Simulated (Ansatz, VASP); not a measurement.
## Two plane-wave programs on SiC

```
CELL_PARAMETERS angstrom
0.00000 2.17400 2.17400
2.17400 0.00000 2.17400
2.17400 2.17400 0.00000
ATOMIC_POSITIONS crystal
Si 0.94825 0.94825 0.05175
C 0.75000 0.75000 0.75000
```

Alike in both runs: task single point; functional PBE; k mesh 12 × 12 × 12; occupations gaussian, width 0.05 eV; no spin polarisation.

|  | VASP | Ansatz |
| --- | --- | --- |
| version | VASP 6.6.1 | Ansatz 0.2.0 |
| potentials or method | VASP PAW PBE potentials, release 64 (Si, C), cutoff 520 eV | scalar-relativistic, plane waves, PAW |
| valence electrons in the cell | 8 | 8 |

|  | VASP | Ansatz | Ansatz less VASP |
| --- | --- | --- | --- |
| gap on the k mesh at the Fermi level (eV) | 0.35 | 0.36 | +0.005 |
| least direct gap on the mesh (eV) | 4.03 | 4.03 | +0.002 |
| pressure (GPa) | 10.7 | 10.8 | +0.10 |
| traceless stress, the component that is largest in VASP (GPa) | 16.02 | 16.05 | +0.026 |
| rms of the force components (eV/Å) | 2.373 | 2.373 | +0.0003 |

Atom by atom the forces differ by 0.000 eV/Å (rms over components).
